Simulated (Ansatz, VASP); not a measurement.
**Two plane-wave programs on GaSi62**

```
Si Ga
1.0
    10.86000    0.00000    0.00000
     0.00000   10.86000    0.00000
     0.00000    0.00000   10.86000
Si Ga
62 1
Direct
  0.50087 0.00142 0.99925
  0.62574 0.12426 0.12617
  0.74858 0.24913 0.99925
  0.87460 0.37506 0.12494
  0.75075 0.99925 0.25133
  0.87622 0.12119 0.37881
  0.99993 0.00235 0.00196
  0.12509 0.12663 0.12625
  0.24933 0.25138 0.99933
  0.37475 0.37525 0.12475
  0.49862 0.50067 0.99933
  0.62337 0.62491 0.12625
  0.74765 0.75007 0.00196
  0.87505 0.87495 0.12520
  0.24925 0.00142 0.25087
  0.37617 0.12426 0.37574
  0.49972 0.25028 0.24972
  0.62574 0.37383 0.37574
  0.74858 0.50075 0.25087
  0.87587 0.62643 0.37680
  0.50133 0.99925 0.50075
  0.62881 0.12119 0.62622
  0.75075 0.24867 0.50075
  0.87505 0.37480 0.62505
  0.75606 0.99394 0.74669
  0.87587 0.12320 0.87357
  0.99853 0.50218 0.99782
  0.12413 0.62587 0.12368
  0.24782 0.75147 0.99782
  0.37494 0.87540 0.12494
  0.99923 0.24941 0.25059
  0.12509 0.37375 0.37337
  0.24933 0.50067 0.24862
  0.37625 0.62491 0.37337
  0.50059 0.75077 0.25059
  0.62881 0.87378 0.37881
  0.99669 0.99394 0.50606
  0.12357 0.12320 0.62587
  0.24925 0.24913 0.49858
  0.37494 0.37506 0.62460
  0.50087 0.50075 0.49858
  0.62680 0.62643 0.62587
  0.75606 0.75331 0.50606
  0.25196 0.00235 0.74993
  0.37625 0.12663 0.87509
  0.50059 0.24941 0.74923
  0.62337 0.37375 0.87509
  0.74765 0.49804 0.74993
  0.86722 0.62526 0.87474
  0.99974 0.75026 0.24987
  0.12357 0.87413 0.37680
  0.99993 0.49804 0.49765
  0.12474 0.62526 0.61722
  0.25196 0.75007 0.49765
  0.37520 0.87495 0.62505
  0.99974 0.25013 0.74974
  0.12413 0.37632 0.87413
  0.24782 0.50218 0.74853
  0.37368 0.62587 0.87413
  0.49987 0.75026 0.74974
  0.62680 0.87413 0.87357
  0.12474 0.88278 0.87474
  0.99942 0.75058 0.74942
```

Alike in both runs: functional PBE; k mesh 1 × 1 × 1; occupations fermi-dirac, width 0.05 eV; collinear spin.

Ansatz relaxed the structure, and its values are those at the end. VASP's run is a single point on that final structure, the one shown.

|  | VASP | Ansatz |
| --- | --- | --- |
| version | VASP 6.6.1 | Ansatz 0.2.0 |
| potentials or method | VASP PAW PBE potentials, release 64 (Si, Ga_d), cutoff 520 eV | scalar-relativistic, plane waves, PAW |
| valence electrons in the cell | 261 | 261 |

|  | VASP | Ansatz | Ansatz less VASP |
| --- | --- | --- | --- |
| rms of the force components (eV/Å) | 0.005 | 0.005 | -0.0001 |
| net moment per atom (μB) | 0.00 | 0.00 | -0.003 |

Ansatz's warnings: seeded moment not kept.
